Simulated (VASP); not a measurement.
# Al (Pm-3m) in VASP: notebook

Runs on Al. Level: PBE. Tasks: single point.

All numbers are computed with VASP 6.6.1; they aren't measurements. Logs are shortened: lines on timing, memory, paths and dates and some standing lists are left out, and cuts for length are marked.

## (1) The cell of the first run

It takes space group Pm-3m (No. 221, cubic). The conventional cell has a = 2.717 Å, b = 2.717 Å, c = 2.717 Å, α = 90.00°, β = 90.00°, γ = 90.00°. Within 3.6 Å of Al (site symmetry m-3m) lie 6 Al at 2.72 Å.

## (2) Single point, PBE

Contents of INCAR:

```
PREC = Accurate ; ENCUT = 520
EDIFF = 1E-6 ; ISMEAR = -1
SIGMA = 0.05 ; LREAL = F
LASPH = T ; NELM = 100
ALGO = Normal ; ISIF = 2
LWAVE = F ; LCHARG = F
GGA = PE ; NBANDS = 8
```

Contents of KPOINTS:

```
regular mesh
0
Gamma
  8 8 8
```

Contents of POSCAR:

```
Al
1.0
    2.7167871552      0.0000000000      0.0000000000
    0.0000000000      2.7167871552      0.0000000000
    0.0000000000      0.0000000000      2.7167871552
Al
1
Direct
    0.0000000000      0.0000000000      0.0000000000
```

Potentials or basis: VASP PAW PBE potentials, release 64 (Al).

The run is started by

```
$ cat potpaw_PBE.64/Al/POTCAR > POTCAR
$ mpirun -np 1 vasp_std > vasp.out
```

OUTCAR:

```text
PREC = Accurate
   ENCUT = 520
   EDIFF = 1E-6
   ISMEAR = -1
   LREAL = F
   LASPH = T
   NELM = 100
   ISIF = 2
   GGA = PE

 ion  position               nearest neighbor table
   1  0.000  0.000  0.000-

  LATTYP: Found a simple cubic cell.
 ALAT       =     2.7167871552

  Lattice vectors:

 A1 = (   2.7167871552,   0.0000000000,   0.0000000000)
 A2 = (   0.0000000000,   2.7167871552,   0.0000000000)
 A3 = (   0.0000000000,   0.0000000000,   2.7167871552)

Analysis of symmetry for initial positions (statically):
=====================================================================
 Subroutine PRICEL returns:
 Original cell was already a primitive cell.

 Routine SETGRP: Setting up the symmetry group for a
 simple cubic supercell.

 Subroutine GETGRP returns: Found 48 space group operations
 (whereof 48 operations were pure point group operations)
 out of a pool of 48 trial point group operations.

The static configuration has the point symmetry O_h .

Analysis of symmetry for dynamics (positions and initial velocities):
=====================================================================
 Subroutine PRICEL returns:
 Original cell was already a primitive cell.

 Routine SETGRP: Setting up the symmetry group for a
 simple cubic supercell.

 Subroutine GETGRP returns: Found 48 space group operations
 (whereof 48 operations were pure point group operations)
 out of a pool of 48 trial point group operations.

The dynamic configuration has the point symmetry O_h .

 Subroutine INISYM returns: Found 48 space group operations
 (whereof 48 operations are pure point group operations),
 and found     1 'primitive' translations

----------------------------------------------------------------------------------------

                                     Primitive cell

  volume of cell :      20.0524

  direct lattice vectors                    reciprocal lattice vectors
     2.716787155  0.000000000  0.000000000     0.368081834  0.000000000  0.000000000
     0.000000000  2.716787155  0.000000000     0.000000000  0.368081834  0.000000000
     0.000000000  0.000000000  2.716787155     0.000000000  0.000000000  0.368081834

  length of vectors
     2.716787155  2.716787155  2.716787155     0.368081834  0.368081834  0.368081834

  position of ions in fractional coordinates (direct lattice)
     0.000000000  0.000000000  0.000000000

  ion indices of the primitive-cell ions
   primitive index   ion index
                 1           1

----------------------------------------------------------------------------------------

 KPOINTS: regular mesh

Automatic generation of k-mesh.
 Grid dimensions read from file:
 generate k-points for:    8    8    8

 Generating k-lattice:

  Cartesian coordinates                     Fractional coordinates (reciprocal lattice)
     0.046010229  0.000000000  0.000000000     0.125000000  0.000000000  0.000000000
     0.000000000  0.046010229  0.000000000     0.000000000  0.125000000  0.000000000
     0.000000000  0.000000000  0.046010229     0.000000000  0.000000000  0.125000000

  Length of vectors
     0.046010229  0.046010229  0.046010229

  Shift w.r.t. Gamma in fractional coordinates (k-lattice)
     0.000000000  0.000000000  0.000000000

 Subroutine IBZKPT returns following result:
 ===========================================

 Found     35 irreducible k-points:

 Following reciprocal coordinates:
            Coordinates               Weight
  0.000000  0.000000  0.000000      1.000000
  0.125000  0.000000  0.000000      6.000000
  0.250000  0.000000  0.000000      6.000000
  0.375000  0.000000  0.000000      6.000000
  0.500000  0.000000  0.000000      3.000000
  0.125000  0.125000  0.000000     12.000000
[... 16 lines left out ...]
  0.375000  0.375000  0.125000     24.000000
  0.500000  0.375000  0.125000     24.000000
 [... further k-points ...]
   k-points           NKPTS =     35   k-points in BZ     NKDIM =     35   number of bands    NBANDS=      8
   number of dos      NEDOS =    301   number of ions     NIONS =      1
   total plane-waves  NPLWV =   8000
   dimension x,y,z NGX =    20 NGY =   20 NGZ =   20
   dimension x,y,z NGXF=    40 NGYF=   40 NGZF=   40
   ions per type =               1
   NGX,Y,Z   is equivalent  to a cutoff of  12.24, 12.24, 12.24 a.u.
   NGXF,Y,Z  is equivalent  to a cutoff of  24.48, 24.48, 24.48 a.u.
 SYSTEM =  unknown system
   PREC   = accura    normal or accurate (medium, high low for compatibility)
   ISTART =      0    job   : 0-new  1-cont  2-samecut
   ICHARG =      2    charge: 1-file 2-atom 10-const
   ISPIN  =      1    spin polarized calculation?
   LNONCOLLINEAR =      F non collinear calculations
   LSORBIT =      F    spin-orbit coupling
   LASPH  =      T    aspherical Exc in radial PAW
   ENCUT  =  520.0 eV  38.22 Ry    6.18 a.u.   5.05  5.05  5.05*2*pi/ulx,y,z
   NELM   =    100;   NELMIN=  2; NELMDL= -5     # of ELM steps
   EDIFF  = 0.1E-05   stopping-criterion for ELM
   LREAL  =      F    real-space projection
   EDIFFG = 0.1E-04   stopping-criterion for IOM
   NSW    =      0    number of steps for IOM
   IBRION =     -1    ionic relax: 0-MD 1-quasi-New 2-CG
   NFREE  =      0    steps in history (QN), initial steepest desc. (CG)
   ISIF   =      2    stress and relaxation
   ISYM   =      2    0-nonsym 1-usesym 2-fastsym
   POTIM  = 0.5000    time-step for ionic-motion
   TEBEG  =    0.0;   TEEND  =   0.0 temperature during run
   PSTRESS=    0.0 pullay stress
   NELECT =       3.0000    total number of electrons
   NUPDOWN=      -1.0000    fix difference up-down
   EMIN   =  10.00;   EMAX   =-10.00  energy-range for DOS
   EFERMI =   0.00;   METHOD = LEGACY
   ISMEAR =    -1;   SIGMA  =   0.05  broadening in eV -4-tet -1-fermi 0-gaus
   EFERMI_NEDOS =   21; number of points for ismear=-14 and -15
   IALGO  =     38    algorithm
   IMIX   =      4    mixing-type and parameters
     AMIX     =   0.40;   BMIX     =  1.00
     AMIX_MAG =   1.60;   BMIX_MAG =  1.00
  volume/ion in A,a.u.               =      20.05       135.32
  Fermi-wavevector in a.u.,A,eV,Ry     =   0.869080  1.642323 10.276475  0.755300
  Thomas-Fermi vector in A             =   1.987850
   LORBIT       =      0    0 simple, 1 ext, 2 COOP (PROOUT), +10 PAW based schemes
   GGA     = PE    functional components
[... 5 lines left out ...]
 non-spin polarized calculation
  energy-cutoff  :      520.00
  volume of cell :       20.05
 maximum number of plane-waves:       554
   NGX = 11   NGY = 11   NGZ = 11

 number of electron       3.0000000 magnetization

 Free energy of the ion-electron system (eV)
  ---------------------------------------------------
  ext. energy  EPLUGINS =         0.00000000
  ---------------------------------------------------
  free energy    TOTEN  =        -3.39485643 eV

  energy without entropy =       -3.39156148  energy(sigma->0) =       -3.39320896

 E-fermi :   5.6950     XC(G=0):  -9.4431

 val. band max:        5.4280975319   @ k =   0.5000   0.5000   0.1250
 cond. band min:       5.7175044418   @ k =   0.5000   0.5000   0.1250
 fundamental gap:      0.2894069099
 Fermi energy:         5.6949622236

 k-point     1 :       0.0000    0.0000    0.0000
  band No.  band energies     occupation
      1      -3.8827      2.00000
      2      13.7018      0.00000
      3      13.7018      0.00000
      4      14.8615      0.00000
      5      14.8615      0.00000
      6      14.8615      0.00000
      7      21.1385      0.00000
      8      29.7123      0.00000

 k-point     2 :       0.1250    0.0000    0.0000
  band No.  band energies     occupation
      1      -3.5733      2.00000
      2      10.4858      0.00000
      3      13.9601      0.00000
      4      15.1218      0.00000
      5      15.1218      0.00000
      6      17.4326      0.00000
      7      22.4617      0.00000
      8      27.6529      0.00000

 k-point     3 :       0.2500    0.0000    0.0000
  band No.  band energies     occupation
      1      -2.6516      2.00000
      2       6.9209      0.00000
      3      14.6921      0.00000
      4      15.8995      0.00000
      5      15.8995      0.00000
      6      19.3388      0.00000
      7      24.5003      0.00000
      8      24.5003      0.00000

 k-point     4 :       0.3750    0.0000    0.0000
  band No.  band energies     occupation
      1      -1.1456      2.00000
      2       3.7755      2.00000
      3      15.6911      0.00000
      4      17.1661      0.00000
      5      17.1661      0.00000
      6      20.9786      0.00000
      7      21.6872      0.00000
      8      21.6872      0.00000

 k-point     5 :       0.5000    0.0000    0.0000
  band No.  band energies     occupation
      1       0.4841      2.00000
      2       1.5932      2.00000
      3      16.2688      0.00000
      4      18.3990      0.00000
      5      18.3990      0.00000
      6      19.9283      0.00000
      7      19.9283      0.00000
      8      22.0527      0.00000

 k-point     6 :       0.1250    0.1250    0.0000
  band No.  band energies     occupation
      1      -3.2644      2.00000
      2      10.2530      0.00000
      3      11.4490      0.00000
      4      15.3815      0.00000
      5      16.2336      0.00000
      6      19.4038      0.00000
      7      23.1832      0.00000
      8      25.2028      0.00000

 k-point     7 :       0.2500    0.1250    0.0000
  band No.  band energies     occupation
      1      -2.3442      2.00000
      2       7.1713      0.00000
      3      11.7909      0.00000
      4      16.1568      0.00000
      5      17.0492      0.00000
      6      21.3161      0.00000
      7      21.9900      0.00000
      8      24.7090      0.00000

 k-point     8 :       0.3750    0.1250    0.0000
  band No.  band energies     occupation
      1      -0.8403      2.00000
      2       4.0597      2.00000
      3      13.0128      0.00000
      4      17.4177      0.00000
      5      17.4289      0.00000
      6      19.6567      0.00000
      7      21.9275      0.00000
      8      22.8170      0.00000

 k-point     9 :       0.5000    0.1250    0.0000
  band No.  band energies     occupation
      1       0.7932      2.00000
      2       1.8790      2.00000
      3      14.0000      0.00000
      4      16.5079      0.00000
      5      18.6370      0.00000
      6      19.8909      0.00000
      7      20.1883      0.00000
      8      22.6734      0.00000

 k-point    10 :       0.2500    0.2500    0.0000
  band No.  band energies     occupation
      1      -1.4284      2.00000
      2       7.4200      0.00000
      3       8.8663      0.00000
      4      16.7956      0.00000
      5      16.9238      0.00000
      6      19.5807      0.00000
      7      24.8559      0.00000
      8      25.2666      0.00000
[... 78 lines left out ...]
 k-point    18 :       0.3750    0.1250    0.1250
  band No.  band energies     occupation
      1      -0.5357      2.00000
      2       4.3429      2.00000
      3      12.5057      0.00000
      4      14.8368      0.00000
      5      18.1683      0.00000
      6      19.1157      0.00000
      7      21.7606      0.00000
      8      24.7946      0.00000

 k-point    19 :       0.5000    0.1250    0.1250
  band No.  band energies     occupation
      1       1.1011      2.00000
      2       2.1644      2.00000
      3      13.3784      0.00000
      4      16.7196      0.00000
      5      16.7736      0.00000
      6      16.7972      0.00000
      7      22.3520      0.00000
      8      26.2338      0.00000

 k-point    20 :       0.2500    0.2500    0.1250
  band No.  band energies     occupation
      1      -1.1233      2.00000
      2       7.6934      0.00000
      3       9.0140      0.00000
      4      13.5569      0.00000
      5      17.9433      0.00000
      6      21.8349      0.00000
      7      22.4311      0.00000
      8      23.2059      0.00000

 k-point    21 :       0.3750    0.2500    0.1250
  band No.  band energies     occupation
      1       0.3712      2.00000
      2       5.1654      1.99995
      3       9.8133      0.00000
      4      14.1944      0.00000
      5      15.6932      0.00000
      6      19.5246      0.00000
      7      23.6020      0.00000
      8      23.9627      0.00000

 k-point    22 :       0.5000    0.2500    0.1250
  band No.  band energies     occupation
      1       2.0172      2.00000
      2       3.0094      2.00000
      3      10.9490      0.00000
      4      12.9986      0.00000
      5      16.6277      0.00000
      6      17.5904      0.00000
      7      24.4993      0.00000
      8      24.7307      0.00000

 k-point    23 :       0.3750    0.3750    0.1250
  band No.  band energies     occupation
      1       1.8529      2.00000
      2       5.9941      0.00504
      3       7.3632      0.00000
      4      11.6818      0.00000
      5      16.4205      0.00000
      6      20.1535      0.00000
      7      21.6131      0.00000
      8      25.1947      0.00000

 k-point    24 :       0.5000    0.3750    0.1250
  band No.  band energies     occupation
      1       3.5180      2.00000
      2       4.3385      2.00000
      3       8.1068      0.00000
      4       9.8772      0.00000
      5      17.7905      0.00000
      6      18.7751      0.00000
      7      21.9234      0.00000
      8      25.2899      0.00000

 [... further k-points ...]
[... 5 lines left out ...]
  --------------------------------------------------------------------------------------
  -------------------------------------------------------------------------------------
  Total        0.0014942      0.0014942      0.0014942     -0.0000000     -0.0000000      0.0000000
  in kB        0.1193850      0.1193850      0.1193850     -0.0000000     -0.0000000      0.0000000
  external PRESSURE =       0.1193850 kB  Pullay stress =       0.0000000 kB

 VOLUME and BASIS-vectors are now :
 -----------------------------------------------------------------------------
  energy-cutoff  :      520.00
  volume of cell :       20.05
      direct lattice vectors                 reciprocal lattice vectors
     2.716787155  0.000000000  0.000000000     0.368081834  0.000000000  0.000000000
     0.000000000  2.716787155  0.000000000     0.000000000  0.368081834  0.000000000
     0.000000000  0.000000000  2.716787155     0.000000000  0.000000000  0.368081834

 POSITION                                       TOTAL-FORCE (eV/Angst)
 -----------------------------------------------------------------------------------
      0.00000      0.00000      0.00000         0.000000      0.000000      0.000000
 -----------------------------------------------------------------------------------
    total drift:                                0.000000      0.000000      0.000000

  FREE ENERGIE OF THE ION-ELECTRON SYSTEM (eV)
  ---------------------------------------------------
  free  energy   TOTEN  =        -3.3948564294 eV

  energy  without entropy=       -3.3915614826  energy(sigma->0) =       -3.39320896
```

Run time: 4.2 s. Hardware: 1 thread of Intel Xeon 8259CL, shared host; peak memory 0.12 GiB.

Results:

| Quantity | Value |
| --- | --- |
| Free energy | -3.3949 eV |
| Pressure | 0.0 GPa |

Levels at points of the mesh, in eV from the Fermi level:
| k point | band 1 | band 2 | band 3 | band 4 | band 5 |
| --- | --- | --- | --- | --- | --- |
| (0.00, 0.00, 0.00) | -9.58 | 8.01 | 8.01 | 9.17 | 9.17 |
| (0.50, 0.00, 0.00) | -5.21 | -4.10 | 10.57 | 12.70 | 12.70 |
| (0.50, 0.50, 0.00) | -0.54 | -0.54 | -0.27 | 2.20 | 16.29 |
| (0.50, 0.50, 0.50) | 2.88 | 2.88 | 2.88 | 5.59 | 5.59 |

## (3) Single point, PBE

This run uses another cell than the first one, of 18.59 Å³/atom, 0.927 times its volume.

Contents of INCAR:

```
PREC = Accurate
ENCUT = 520
EDIFF = 1E-7
ISMEAR = -1
SIGMA = 0.05
LREAL = False
LASPH = True
NELM = 100
ALGO = Normal
ISIF = 2
LWAVE = False
LCHARG = False
GGA = PE
NBANDS = 8
```

Contents of KPOINTS:

```
Automatic mesh
0
Gamma
  8 8 8
```

Contents of POSCAR:

```
Al
1.0
    2.6488991967      0.0000000000      0.0000000000
    0.0000000000      2.6488991967      0.0000000000
    0.0000000000      0.0000000000      2.6488991967
Al
1
Direct
    0.0000000000      0.0000000000      0.0000000000
```

Potentials or basis: VASP PAW PBE potentials, release 64 (Al).

The run is started by

```
$ cat potpaw_PBE.64/Al/POTCAR > POTCAR
$ mpirun -np 1 vasp_std > vasp.out
```

It took 4.5 s on 1 thread of Intel Xeon 8259CL, shared host; peak memory 0.12 GiB.

It converged, with:

| Quantity | Value |
| --- | --- |
| Free energy | -3.3737 eV |
| Pressure | 5.0 GPa |

Levels at points of the mesh, in eV from the Fermi level:
| k point | band 1 | band 2 | band 3 | band 4 |
| --- | --- | --- | --- | --- |
| (0.00, 0.00, 0.00) | -10.08 | 8.14 | 8.14 | 9.69 |
| (0.50, 0.00, 0.00) | -5.38 | -4.46 | 10.86 | 13.57 |
| (0.50, 0.50, 0.00) | -0.63 | -0.63 | -0.03 | 1.98 |
| (0.50, 0.50, 0.50) | 3.08 | 3.08 | 3.08 | 5.57 |
